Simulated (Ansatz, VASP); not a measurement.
**Ta2Sn3: VASP beside Ansatz**

Contents of INCAR:

```
ALGO = Fast ; EDIFF = 1E-6
EDIFFG = -0.08 ; ENCUT = 600
GGA = PE ; IBRION = 2
ISIF = 3 ; ISMEAR = 0
LASPH = True ; LCHARG = False
LREAL = False ; LWAVE = False
NELM = 100 ; NSW = 36
PREC = Accurate ; SIGMA = 0.2
```

The input KPOINTS:

```
k-points
0
Gamma
  4 4 3
```

POSCAR

```
Ta2Sn3
1.0
    4.7400000000      0.0000000000      0.0000000000
   -2.3700000000      4.1049604100      0.0000000000
    0.0000000000      0.0000000000      5.7500000000
Ta Sn
2 3
Direct
    0.6666666700      0.3333333300      0.8510000000
    0.3333333300      0.6666666700      0.1490000000
    0.0000000000      0.0000000000      0.0000000000
    0.6666666700      0.3333333300      0.3520000000
    0.3333333300      0.6666666700      0.6480000000
```

Input for Ansatz:

```yaml
crystal:
  lattice:
    - [4.74, 0.0, 0.0]
    - [-2.37, 4.10496041, 0.0]
    - [0.0, 0.0, 5.75]
  atoms:
    - { symbol: Ta, position: [0.66666667, 0.33333333, 0.851] }
    - { symbol: Ta, position: [0.33333333, 0.66666667, 0.149] }
    - { symbol: Sn, position: [0.0, 0.0, 0.0] }
    - { symbol: Sn, position: [0.66666667, 0.33333333, 0.352] }
    - { symbol: Sn, position: [0.33333333, 0.66666667, 0.648] }
basis:
  ecutwfc: 420
kpoints:
  mp_grid: { grid: [4, 4, 3] }
hamiltonian:
  xc: pbe
scf:
  occupations: { method: gaussian, width: 0.2 }
  lower_state_search: "off"
output:
  forces: true
  stress: true
  eigenvalues: true
relax:
  adjacent_minimum: "off"
  f_tol: 0.08
  max_steps: 16
  cell: { stress_tol: 0.8 }
```

Alike in both runs: task relaxation of cell and atoms; functional PBE; k mesh 4 × 4 × 3; occupations gaussian, width 0.2 eV; no spin polarisation.

|  | VASP | Ansatz |
| --- | --- | --- |
| version | VASP 6.6.1 | Ansatz 0.2.0 |
| potentials or method | VASP PAW PBE potentials, release 64 (Ta_pv, Sn_d), cutoff 600 eV | scalar-relativistic, plane waves, PAW |
| valence electrons in the cell | 64 | 68 |

|  | VASP | Ansatz | Ansatz less VASP |
| --- | --- | --- | --- |
| gap on the k mesh at the Fermi level, each at its own relaxed structure (eV) | none | none | - |
| relaxed volume (Å³/atom) | 23.73 | 23.75 | +0.021 |
| relaxed cell length with the largest relative difference (Å) | 5.714 | 5.716 | +0.0023 |

A gap of «none» marks a metal or a gap that the smearing closes. VASP's potentials hold 64 valence electrons a cell and Ansatz's 68, so a difference there can come from the potentials and not from the codes.

The k mesh is coarse, so the values compare programs but aren't converged. Spin-orbit coupling is off throughout.
